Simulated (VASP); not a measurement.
# Si (Cmmm) in VASP: a series of runs

Si is run at these levels: PBE; tasks: single point, relaxation of cell and atoms.

All numbers are computed with VASP 6.6.1; they aren't measurements. Logs are shortened: lines on timing, memory, paths and dates and some standing lists are left out, and cuts for length are marked.

## Step 1: The cell of the first run

Symmetry: Cmmm, No. 65, orthorhombic system. Conventional cell: a = 3.681 Å, b = 8.504 Å, c = 3.261 Å, α = 90.00°, β = 90.00°, γ = 90.00°. Si (site symmetry m2m) has 4 Si at 2.21 to 2.22 Å within 2.9 Å. Si (site symmetry mmm) has 4 Si at 2.22 Å within 2.9 Å.

The cell was generated, and may not be a known phase.

## Step 2: Single point, PBE

Contents of INCAR:

```
PREC = Accurate
ENCUT = 520
EDIFF = 1E-7
ISMEAR = 0
SIGMA = 0.1
LREAL = False
LASPH = True
NELM = 100
ALGO = Normal
ISIF = 2
LWAVE = False
LCHARG = False
GGA = PE
NBANDS = 13
```

Contents of KPOINTS:

```
regular mesh
0
Gamma
  6 6 6
```

Contents of POSCAR:

```
Si
1.0
    1.8402791900     -4.2519924700      0.0000000000
    1.8402791900      4.2519924700      0.0000000000
    0.0000000000      0.0000000000      3.2606844000
Si
3
Direct
    0.6780484600      0.3219515400      0.5000000000
    0.3219515400      0.6780484600      0.5000000000
    0.5000000000      0.5000000000      0.0000000000
```

Potentials or basis: VASP PAW PBE potentials, release 64 (Si).

The run is started by

```console
$ cat potpaw_PBE.64/Si/POTCAR > POTCAR
$ mpirun -np 1 vasp_std > vasp.out
```

OUTCAR:

```text
PREC = Accurate
   ENCUT = 520
   EDIFF = 1E-7
   ISMEAR = 0
   LREAL = False
   LASPH = True
   NELM = 100
   ISIF = 2
   GGA = PE

 ion  position               nearest neighbor table
   1  0.678  0.322  0.500-   2 2.21   2 2.21   3 2.22   3 2.22   2 3.03
   2  0.322  0.678  0.500-   1 2.21   1 2.21   3 2.22   3 2.22   1 3.03
   3  0.500  0.500  0.000-   1 2.22   2 2.22   1 2.22   2 2.22

  LATTYP: Found a base centered orthorhombic cell.
 ALAT       =     3.6805583800
 B/A-ratio  =     2.3105148899
 C/A-ratio  =     0.8859211194

  Lattice vectors:

 A1 = (   1.8402791900,  -4.2519924700,   0.0000000000)
 A2 = (   1.8402791900,   4.2519924700,   0.0000000000)
 A3 = (   0.0000000000,   0.0000000000,   3.2606844000)

Analysis of symmetry for initial positions (statically):
=====================================================================
 Subroutine PRICEL returns:
 Original cell was already a primitive cell.

 Routine SETGRP: Setting up the symmetry group for a
 base centered orthorhombic supercell.

 Subroutine GETGRP returns: Found  8 space group operations
 (whereof  8 operations were pure point group operations)
 out of a pool of  8 trial point group operations.

The static configuration has the point symmetry D_2h.

Analysis of symmetry for dynamics (positions and initial velocities):
=====================================================================
 Subroutine PRICEL returns:
 Original cell was already a primitive cell.

 Routine SETGRP: Setting up the symmetry group for a
 base centered orthorhombic supercell.

 Subroutine GETGRP returns: Found  8 space group operations
 (whereof  8 operations were pure point group operations)
 out of a pool of  8 trial point group operations.

The dynamic configuration has the point symmetry D_2h.

 Subroutine INISYM returns: Found  8 space group operations
 (whereof  8 operations are pure point group operations),
 and found     1 'primitive' translations

----------------------------------------------------------------------------------------

                                     Primitive cell

  volume of cell :      51.0288

  direct lattice vectors                    reciprocal lattice vectors
     1.840279190 -4.251992470  0.000000000     0.271697905 -0.117591930  0.000000000
     1.840279190  4.251992470  0.000000000     0.271697905  0.117591930  0.000000000
     0.000000000  0.000000000  3.260684400     0.000000000  0.000000000  0.306684081

  length of vectors
     4.633148763  4.633148763  3.260684400     0.296053396  0.296053396  0.306684081

  position of ions in fractional coordinates (direct lattice)
     0.678048460  0.321951540  0.500000000
     0.321951540  0.678048460  0.500000000
     0.500000000  0.500000000  0.000000000

  ion indices of the primitive-cell ions
   primitive index   ion index
                 1           1
                 2           2
                 3           3

----------------------------------------------------------------------------------------

 KPOINTS: regular mesh

Automatic generation of k-mesh.
 Grid dimensions read from file:
 generate k-points for:    6    6    6

 Generating k-lattice:

  Cartesian coordinates                     Fractional coordinates (reciprocal lattice)
     0.045282984 -0.019598655  0.000000000     0.166666667  0.000000000  0.000000000
     0.045282984  0.019598655  0.000000000     0.000000000  0.166666667  0.000000000
     0.000000000  0.000000000  0.051114014     0.000000000  0.000000000  0.166666667

  Length of vectors
     0.049342233  0.049342233  0.051114014

  Shift w.r.t. Gamma in fractional coordinates (k-lattice)
     0.000000000  0.000000000  0.000000000

 Subroutine IBZKPT returns following result:
 ===========================================

 Found     52 irreducible k-points:

 Following reciprocal coordinates:
            Coordinates               Weight
  0.000000  0.000000  0.000000      1.000000
  0.166667  0.000000  0.000000      4.000000
  0.333333  0.000000  0.000000      4.000000
  0.500000  0.000000  0.000000      2.000000
  0.166667  0.166667  0.000000      2.000000
  0.333333  0.166667  0.000000      4.000000
[... 16 lines left out ...]
  0.333333  0.333333  0.166667      4.000000
  0.500000  0.333333  0.166667      8.000000
 [... further k-points ...]
   k-points           NKPTS =     52   k-points in BZ     NKDIM =     52   number of bands    NBANDS=     13
   number of dos      NEDOS =    301   number of ions     NIONS =      3
   total plane-waves  NPLWV =  31104
   dimension x,y,z NGX =    36 NGY =   36 NGZ =   24
   dimension x,y,z NGXF=    72 NGYF=   72 NGZF=   48
   ions per type =               3
   NGX,Y,Z   is equivalent  to a cutoff of  12.92, 12.92, 12.24 a.u.
   NGXF,Y,Z  is equivalent  to a cutoff of  25.83, 25.83, 24.47 a.u.
 SYSTEM =  unknown system
   PREC   = accura    normal or accurate (medium, high low for compatibility)
   ISTART =      0    job   : 0-new  1-cont  2-samecut
   ICHARG =      2    charge: 1-file 2-atom 10-const
   ISPIN  =      1    spin polarized calculation?
   LNONCOLLINEAR =      F non collinear calculations
   LSORBIT =      F    spin-orbit coupling
   LASPH  =      T    aspherical Exc in radial PAW
   ENCUT  =  520.0 eV  38.22 Ry    6.18 a.u.   8.61  8.61  6.06*2*pi/ulx,y,z
   NELM   =    100;   NELMIN=  2; NELMDL= -5     # of ELM steps
   EDIFF  = 0.1E-06   stopping-criterion for ELM
   LREAL  =      F    real-space projection
   EDIFFG = 0.1E-05   stopping-criterion for IOM
   NSW    =      0    number of steps for IOM
   IBRION =     -1    ionic relax: 0-MD 1-quasi-New 2-CG
   NFREE  =      0    steps in history (QN), initial steepest desc. (CG)
   ISIF   =      2    stress and relaxation
   ISYM   =      2    0-nonsym 1-usesym 2-fastsym
   POTIM  = 0.5000    time-step for ionic-motion
   TEBEG  =    0.0;   TEEND  =   0.0 temperature during run
   PSTRESS=    0.0 pullay stress
   NELECT =      12.0000    total number of electrons
   NUPDOWN=      -1.0000    fix difference up-down
   EMIN   =  10.00;   EMAX   =-10.00  energy-range for DOS
   EFERMI =   0.00;   METHOD = LEGACY
   ISMEAR =     0;   SIGMA  =   0.10  broadening in eV -4-tet -1-fermi 0-gaus
   EFERMI_NEDOS =   21; number of points for ismear=-14 and -15
   IALGO  =     38    algorithm
   IMIX   =      4    mixing-type and parameters
     AMIX     =   0.40;   BMIX     =  1.00
     AMIX_MAG =   1.60;   BMIX_MAG =  1.00
  volume/ion in A,a.u.               =      17.01       114.79
  Fermi-wavevector in a.u.,A,eV,Ry     =   1.010486  1.909541 13.892661  1.021082
  Thomas-Fermi vector in A             =   2.143478
   LORBIT       =      0    0 simple, 1 ext, 2 COOP (PROOUT), +10 PAW based schemes
   GGA     = PE    functional components
   LHFCALC =     F    Hartree Fock is set to
   AEXX    =    0.0000 exact exchange contribution
   IVDW    =     0    specifies the selected vdW correction
   LEPSILON=     F    determine dielectric tensor
   LRPA    =     F    only Hartree local field effects (RPA)
 non-spin polarized calculation
 Gauss-broadening in eV      SIGMA  =   0.10
  energy-cutoff  :      520.00
  volume of cell :       51.03
 maximum number of plane-waves:      1400
 NGX is ok and might be reduce to    36
   NGX = 17   NGY = 17   NGZ = 13

 number of electron      12.0000000 magnetization

 Free energy of the ion-electron system (eV)
  ---------------------------------------------------
  ext. energy  EPLUGINS =         0.00000000
  ---------------------------------------------------
  free energy    TOTEN  =       -13.88530695 eV

  energy without entropy =      -13.87797111  energy(sigma->0) =      -13.88163903

 E-fermi :   7.7312     XC(G=0): -10.1138

 val. band max:        7.6650994567   @ k =   0.1667   0.0000   0.3333
 cond. band min:       7.7436618161   @ k =   0.5000   0.0000   0.5000
 fundamental gap:      0.0785623594
 Fermi energy:         7.7312418728

 k-point     1 :       0.0000    0.0000    0.0000
  band No.  band energies     occupation
      1      -5.9150      2.00000
      2       1.2107      2.00000
      3       1.3236      2.00000
      4       5.1123      2.00000
      5       5.8999      2.00000
      6       7.1363      2.00000
      7       8.8506      0.00000
      8       9.3628      0.00000
      9      11.2186      0.00000
     10      11.7083      0.00000
     11      13.1957      0.00000
     12      16.6420      0.00000
     13      17.8777      0.00000

 k-point     2 :       0.1667    0.0000    0.0000
  band No.  band energies     occupation
      1      -5.6359      2.00000
      2       0.1635      2.00000
      3       2.1658      2.00000
      4       3.9580      2.00000
      5       6.1004      2.00000
      6       6.3243      2.00000
      7       9.6292      0.00000
      8      10.6359      0.00000
      9      11.1358      0.00000
     10      13.0148      0.00000
     11      13.6926      0.00000
     12      15.8801      0.00000
     13      16.8320      0.00000

 k-point     3 :       0.3333    0.0000    0.0000
  band No.  band energies     occupation
      1      -4.8815      2.00000
      2      -1.0216      2.00000
      3       1.7090      2.00000
      4       3.2027      2.00000
      5       6.5606      2.00000
      6       6.5997      2.00000
      7      10.2717      0.00000
      8      10.2756      0.00000
      9      12.5923      0.00000
     10      13.7595      0.00000
     11      14.0040      0.00000
     12      15.2622      0.00000
     13      15.8388      0.00000
[... 305 lines left out ...]
 k-point    23 :       0.3333    0.3333    0.1667
  band No.  band energies     occupation
      1      -3.4849      2.00000
      2      -2.6738      2.00000
      3       1.3549      2.00000
      4       4.9198      2.00000
      5       5.2708      2.00000
      6       7.3244      2.00000
      7       7.5972      1.94206
      8      11.0607      0.00000
      9      12.9212      0.00000
     10      13.4854      0.00000
     11      14.2012      0.00000
     12      15.0112      0.00000
     13      15.3591      0.00000

 k-point    24 :       0.5000    0.3333    0.1667
  band No.  band energies     occupation
      1      -4.0681      2.00000
      2      -2.8804      2.00000
      3       3.0191      2.00000
      4       4.5220      2.00000
      5       5.4307      2.00000
      6       7.8053      0.29523
      7       9.3161      0.00000
      8      10.1747      0.00000
      9      12.1493      0.00000
     10      12.7283      0.00000
     11      13.5683      0.00000
     12      14.9706      0.00000
     13      15.7832      0.00000

 [... further k-points ...]

------------------------ aborting loop because EDIFF is reached ----------------------------------------

  FORCE on cell =-STRESS in cart. coord.  units (eV):
  Direction    XX          YY          ZZ          XY          YZ          ZX
  --------------------------------------------------------------------------------------
  -------------------------------------------------------------------------------------
  Total        4.0722328      9.3846960     11.2247274     -0.0000000      0.0000000      0.0000000
  in kB      127.8580918    294.6563671    352.4288252     -0.0000000      0.0000000      0.0000000
  external PRESSURE =     258.3144280 kB  Pullay stress =       0.0000000 kB

 VOLUME and BASIS-vectors are now :
 -----------------------------------------------------------------------------
  energy-cutoff  :      520.00
  volume of cell :       51.03
      direct lattice vectors                 reciprocal lattice vectors
     1.840279190 -4.251992470  0.000000000     0.271697905 -0.117591930  0.000000000
     1.840279190  4.251992470  0.000000000     0.271697905  0.117591930  0.000000000
     0.000000000  0.000000000  3.260684400     0.000000000  0.000000000  0.306684081

 POSITION                                       TOTAL-FORCE (eV/Angst)
 -----------------------------------------------------------------------------------
      1.84028     -1.51412      1.63034         0.000000      0.102401     -0.000000
      1.84028      1.51412      1.63034         0.000000     -0.102401      0.000000
      1.84028      0.00000      0.00000         0.000000      0.000000     -0.000000
 -----------------------------------------------------------------------------------
    total drift:                               -0.000000     -0.000000      0.000000

  FREE ENERGIE OF THE ION-ELECTRON SYSTEM (eV)
  ---------------------------------------------------
  free  energy   TOTEN  =       -13.8853069456 eV

  energy  without entropy=      -13.8779711101  energy(sigma->0) =      -13.88163903
```

Run time: 22 s. Hardware: 1 thread of Intel Xeon 6975P-C, shared host; peak memory 0.18 GiB.

Results:

- Free energy: -13.8853 eV
- Pressure: 25.8 GPa
- Largest force: 0.102 eV/Å
- Band gap on the k mesh: zero (bands 6 and 7 overlap by 2.86 eV)

Forces on the atoms (eV/Å):
```
Si   0.000  0.102  0.000
Si   0.000 -0.102  0.000
Si   0.000  0.000  0.000
```

Caveat: the stress differs along the axes, from 13 to 35 GPa.

## Step 3: Single point, PBE

This run uses another cell than the first one, of 20.53 Å³/atom.

Contents of INCAR:

```
SYSTEM = Si
PREC = Accurate
ENCUT = 520
EDIFF = 1E-6
ISMEAR = 0
SIGMA = 0.1
LREAL = .False.
LASPH = .True.
NELM = 100
ALGO = Normal
ISIF = 2
LWAVE = .False.
LCHARG = .True.
GGA = PE
LELF = .True.
LVHAR = .True.
NBANDS = 13
```

Contents of KPOINTS:

```
Automatic mesh
0
Gamma
  6 6 6
  0 0 0
```

Contents of POSCAR:

```
Si
1.0
    1.8372807072     -4.6457036482      0.0000000000
    1.8372807072      4.6457036482      0.0000000000
    0.0000000000      0.0000000000      3.6081116569
Si
3
Direct
    0.6715458502      0.3284541498      0.5000000000
    0.3284541498      0.6715458502      0.5000000000
    0.5000000000      0.5000000000      0.0000000000
```

Potentials or basis: VASP PAW PBE potentials, release 64 (Si).

The run is started by

```console
$ cat potpaw_PBE.64/Si/POTCAR > POTCAR
$ mpirun -np 1 vasp_std > vasp.out
```

OUTCAR:

```text
SYSTEM = Si
   PREC = Accurate
   ENCUT = 520
   EDIFF = 1E-6
   ISMEAR = 0
   LREAL = .False.
   LASPH = .True.
   NELM = 100
   ISIF = 2
   GGA = PE

 ion  position               nearest neighbor table
   1  0.672  0.328  0.500-   2 2.35   2 2.35   3 2.41   3 2.41
   2  0.328  0.672  0.500-   1 2.35   1 2.35   3 2.41   3 2.41
   3  0.500  0.500  0.000-   1 2.41   2 2.41   1 2.41   2 2.41

  LATTYP: Found a base centered orthorhombic cell.
 ALAT       =     3.6745614144
 B/A-ratio  =     2.5285758621
 C/A-ratio  =     0.9819162752

  Lattice vectors:

 A1 = (   1.8372807072,  -4.6457036482,   0.0000000000)
 A2 = (   1.8372807072,   4.6457036482,   0.0000000000)
 A3 = (   0.0000000000,   0.0000000000,   3.6081116569)

Analysis of symmetry for initial positions (statically):
=====================================================================
 Subroutine PRICEL returns:
 Original cell was already a primitive cell.

 Routine SETGRP: Setting up the symmetry group for a
 base centered orthorhombic supercell.

 Subroutine GETGRP returns: Found  8 space group operations
 (whereof  8 operations were pure point group operations)
 out of a pool of  8 trial point group operations.

[... 183 lines left out ...]
     10       9.8717      0.00000
     11       9.9918      0.00000
     12      11.9237      0.00000
     13      13.5587      0.00000
[... 354 lines left out ...]
  band No.  band energies     occupation
      1      -4.8451      2.00000
      2      -3.8469      2.00000
      3       2.1935      2.00000
      4       2.5623      2.00000
      5       3.5102      2.00000
      6       5.6697      1.11330
      7       7.2549      0.00000
      8       8.9580      0.00000
      9       9.6465      0.00000
     10      10.2277      0.00000
     11      10.7966      0.00000
     12      12.2072      0.00000
     13      12.8428      0.00000

 [... further k-points ...]

------------------------ aborting loop because EDIFF is reached ----------------------------------------

  FORCE on cell =-STRESS in cart. coord.  units (eV):
  Direction    XX          YY          ZZ          XY          YZ          ZX
  --------------------------------------------------------------------------------------
  -------------------------------------------------------------------------------------
  Total       -0.0265597     -0.0205559      0.0385322      0.0000000      0.0000000      0.0000000
  in kB       -0.6908695     -0.5347006      1.0022997      0.0000000      0.0000000      0.0000000
  external PRESSURE =      -0.0744235 kB  Pullay stress =       0.0000000 kB

 VOLUME and BASIS-vectors are now :
 -----------------------------------------------------------------------------
  energy-cutoff  :      520.00
  volume of cell :       61.59
      direct lattice vectors                 reciprocal lattice vectors
     1.837280707 -4.645703648  0.000000000     0.272141322 -0.107626323  0.000000000
     1.837280707  4.645703648  0.000000000     0.272141322  0.107626323  0.000000000
     0.000000000  0.000000000  3.608111657     0.000000000  0.000000000  0.277153285

 POSITION                                       TOTAL-FORCE (eV/Angst)
 -----------------------------------------------------------------------------------
      1.83728     -1.59390      1.80406         0.000000     -0.004652      0.000000
      1.83728      1.59390      1.80406         0.000000      0.004652      0.000000
      1.83728      0.00000      0.00000        -0.000000      0.000000      0.000000
 -----------------------------------------------------------------------------------
    total drift:                               -0.000000     -0.000000      0.000000

  FREE ENERGIE OF THE ION-ELECTRON SYSTEM (eV)
  ---------------------------------------------------
  free  energy   TOTEN  =       -14.8481330068 eV

  energy  without entropy=      -14.8409817405  energy(sigma->0) =      -14.84455737
```

Wall time 34 s (1 thread of Intel Xeon 6975P-C, shared host); peak memory 0.2 GiB.

What came out:

| Item | Value |
| --- | --- |
| Free energy | -14.8481 eV |
| Pressure | 0.0 GPa |
| Largest force | 0.005 eV/Å |
| Band gap on the k mesh | zero (bands 6 and 7 overlap by 3.14 eV) |

Forces in eV/Å, atoms in the order of the input:
```
Si   0.000 -0.005  0.000
Si   0.000  0.005  0.000
Si   0.000  0.000  0.000
```

(Part 1 of 2 ends here.)

The gap in the log of VASP goes by the Fermi energy; the results here count the filled bands.